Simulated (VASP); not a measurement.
Set up this calculation in VASP 6.6.1, as the native input.

| Quantity | Value |
| --- | --- |
| Task | single point |
| Functional | PBE |
| Dispersion | D3(BJ) |
| Potentials or basis | VASP PAW PBE potentials, release 64 (O, Sn_d, C) |
| Cutoff | 520 eV |
| k mesh | 7 × 5 × 1 |
| Occupations | gaussian, width 0.1 eV |
| Spin | no spin polarisation |
| Dipole correction | yes |
| Further INCAR settings | ALGO = Normal; EDIFF = 1e-06; NBANDS = 56 |

The structure of Sn4CO5 lies in POSCAR:

```
Sn4CO5
1.0
    3.8363720854      0.0000000000      0.0000000000
    0.0000000000      6.1139355937      0.0000000000
    0.0000000000      0.0000000000     23.2716647157
O Sn C
5 4 1
Direct
    0.0000000000      0.3937311051      0.1718828476
    0.5000000000      0.5905966576      0.2360622870
    0.0000000000      0.7891442786      0.2999263603
    0.5000000000      0.9914786678      0.3618849282
    0.5000000000      0.9914786678      0.4950941351
    0.5000000000      0.2462583311      0.2031056929
    0.0000000000      0.7380694316      0.2048394417
    0.5000000000      0.6484830883      0.3341121374
    0.0000000000      0.1189669940      0.3308043554
    0.5000000000      0.9914786678      0.5445104538
```

One way to write it, as run:

INCAR

```
SYSTEM = Sn4CO5
PREC = Accurate
ENCUT = 520
EDIFF = 1E-6
ISMEAR = 0
SIGMA = 0.1
LREAL = .False.
LASPH = .True.
NELM = 60
ALGO = Normal
ISIF = 2
LWAVE = .False.
LCHARG = .False.
LDIPOL = .True.
IDIPOL = 3
DIPOL = 0.5 0.5 0.318
GGA = PE
IVDW = 12
NBANDS = 56
```

KPOINTS

```
Automatic mesh
0
Gamma
  7 5 1
  0 0 0
```

Potentials or basis: VASP PAW PBE potentials, release 64 (O, Sn_d, C).

Command:

```bash
$ cat potpaw_PBE.64/O/POTCAR potpaw_PBE.64/Sn_d/POTCAR potpaw_PBE.64/C/POTCAR > POTCAR
$ mpirun -np 1 vasp_std > vasp.out
```

It gave:

* Largest force: 1.263 eV/Å
* Band gap on the k mesh: 0.90 eV (least direct gap 0.95 eV)
* Dispersion energy per atom: -0.129 eV

Caveat: spin-orbit coupling is left out, which moves the levels of the heavy elements.

It took 19 min on 1 thread of Oxide Virtual Turin-like Processor, on a shared host, peak memory 0.68 GiB.
